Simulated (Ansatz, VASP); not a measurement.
# I: VASP beside Ansatz

POSCAR

```
I
1.0
    0.0000000000      2.3967303343      3.9612912976
    2.2210941101      0.0000000000      3.9612912976
    2.2210941101      2.3967303343      0.0000000000
I
1
Direct
    0.0000000000      0.0000000000      0.0000000000
```

INCAR.step1

```
SYSTEM = I
PREC     = Accurate       ! precision mode
ENCUT    = 520            ! plane-wave cutoff, eV
ISMEAR   = -1             ! smearing method
SIGMA    = 0.05           ! smearing width, eV
LREAL    = .False.        ! projectors in reciprocal space
LASPH    = .True.         ! aspherical terms in the spheres
NELM     = 60             ! most SCF steps
NBANDS   = 10             ! bands
GGA      = PE             ! functional
ALGO     = Normal         ! electronic algorithm
EDIFF    = 1E-4           ! SCF threshold, eV
LWAVE    = .True.         ! write WAVECAR
LCHARG   = .False.        ! write CHGCAR
```

INCAR.step2

```
SYSTEM = I
PREC     = Accurate       ! precision mode
ENCUT    = 520            ! plane-wave cutoff, eV
EDIFF    = 1E-7           ! SCF threshold, eV
ISMEAR   = -1             ! smearing method
SIGMA    = 0.05           ! smearing width, eV
LREAL    = .False.        ! projectors in reciprocal space
LASPH    = .True.         ! aspherical terms in the spheres
NELM     = 60             ! most SCF steps
ALGO     = Normal         ! electronic algorithm
ISIF     = 2              ! what is computed and relaxed
LWAVE    = .False.        ! write WAVECAR
LCHARG   = .True.         ! write CHGCAR
METAGGA  = R2SCAN         ! meta-GGA
LMIXTAU  = .True.       
IVDW     = 12             ! dispersion correction
VDW_S6   = 1.0          
VDW_S8   = 0.78981345   
VDW_A1   = 0.49484001   
VDW_A2   = 5.73083694   
LELF     = .True.         ! ELF
LVHAR    = .True.       
NBANDS   = 10             ! bands
ISTART   = 1
```

KPOINTS

```
Automatic mesh
0
Gamma
  9 9 9
  0 0 0
```

File input.yaml:

```yaml
crystal:
  lattice:
    - [0.0, 2.3967303343, 3.9612912976]
    - [2.2210941101, 0.0, 3.9612912976]
    - [2.2210941101, 2.3967303343, 0.0]
  atoms:
    - { symbol: I, position: [0.0, 0.0, 0.0] }
hamiltonian:
  xc: r2scan
  pseudopotentials: { kind: paw }
  dispersion: d3bj
kpoints:
  mp_grid: { grid: [9, 9, 9] }
scf:
  occupations: { method: fermi_dirac, width: 0.05 }
output:
  forces: true
  stress: true
  eigenvalues: true
```

Alike in both runs: task single point; functional r2SCAN; dispersion D3(BJ); k mesh 9 × 9 × 9; occupations fermi-dirac, width 0.05 eV; no spin polarisation.

|  | VASP | Ansatz |
| --- | --- | --- |
| version | VASP 6.6.1 | Ansatz 0.2.0 |
| potentials or method | VASP PAW PBE potentials, release 64 (I) | Ansatz PAW |
| plane-wave cutoff (eV) | 520 | 500 |
| valence electrons in the cell | 7 | 17 |

VASP gave:

```
gap on the k mesh at the Fermi level (eV)                     : none
pressure (GPa)                                                : -1.6
traceless stress, the component that is largest in VASP (GPa) : 0.85
```

Problem. Estimate Ansatz's values.

Solution. gap on the k mesh at the Fermi level (eV): none; pressure (GPa): -1.5; traceless stress, the component that is largest in VASP (GPa): 0.83.

VASP's potentials were made for PBE, not for r2SCAN. A gap of «none» marks a metal or a gap that the smearing closes. VASP's potentials hold 7 valence electrons a cell and Ansatz's 17, so a difference there can come from the potentials and not from the codes.

Spin-orbit coupling is off throughout.
